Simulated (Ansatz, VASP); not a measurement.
# TaWC2 in VASP and in Ansatz

```
CELL_PARAMETERS angstrom
1.57186 0.90751 5.10162
-1.57186 0.90751 5.10162
0.00000 -1.81502 5.10162
ATOMIC_POSITIONS crystal
W 0.00000 0.00000 0.00000
Ta 0.50000 0.50000 0.50000
C 0.25093 0.25093 0.25093
C 0.74907 0.74907 0.74907
```

Alike in both runs: task single point; functional r2SCAN; k mesh 10 × 10 × 10; occupations fermi-dirac, width 0.05 eV; no spin polarisation.

```csv
,VASP,Ansatz
version,VASP 6.6.1,Ansatz 0.2.0
potentials or method,"VASP PAW PBE potentials, release 64 (W_sv, Ta_pv, C)",Ansatz PAW
plane-wave cutoff (eV),520,500
valence electrons in the cell,33,35
```

Ansatz gave:

- gap on the k mesh at the Fermi level (eV): none
- pressure (GPa): -6.0
- traceless stress, the component that is largest in VASP (GPa): -0.09

**Question.** Which values does VASP return?

**Answer.** gap on the k mesh at the Fermi level (eV): none; pressure (GPa): -4.6; traceless stress, the component that is largest in VASP (GPa): -0.03.

VASP's potentials were made for PBE, not for r2SCAN. A gap of «none» marks a metal or a gap that the smearing closes. VASP's potentials hold 33 valence electrons a cell and Ansatz's 35, so a difference there can come from the potentials and not from the codes.

Neither program's run includes spin-orbit coupling.
